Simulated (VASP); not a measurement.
AlN, 2 atoms in the cell. The structure is cubic, space group F-43m (No. 216). Conventional cell: a = 4.368 Å, b = 4.368 Å, c = 4.368 Å, α = 90.00°, β = 90.00°, γ = 90.00°. Within 2.5 Å of Al (site symmetry -43m) lie 4 N at 1.89 Å. N (site symmetry -43m) has 4 Al at 1.89 Å within 2.5 Å. 

* Program: VASP 6.6.1
* Task: single point
* Functional: PBE0
* Potentials or basis: VASP PAW PBE potentials, release 64 (Al, N)
* Cutoff: 520 eV
* k mesh: 8 × 8 × 8
* Occupations: fermi-dirac, width 0.05 eV
* Spin: no spin polarisation
* Dipole correction: no
* Grid for exact exchange (PRECFOCK): Normal
* Further INCAR settings: ALGO = Normal; EDIFF = 1e-07; NBANDS = 11

Potentials or basis: VASP PAW PBE potentials, release 64 (Al, N).

Launch:

```console
$ cat potpaw_PBE.64/Al/POTCAR potpaw_PBE.64/N/POTCAR > POTCAR
$ cp INCAR.step1 INCAR
$ mpirun -np 1 vasp_std > vasp.out
$ cp INCAR.step2 INCAR
$ mpirun -np 1 vasp_std > vasp.out
```

Hardware: 1 thread of Intel Xeon 6975P-C, on a shared host.

**Question.** How long does it take, and how much memory?

**Answer.** Run time: 32 min on 1 thread of Intel Xeon 6975P-C, on a shared host, peak memory 0.16 GiB. Counts: k points 29.
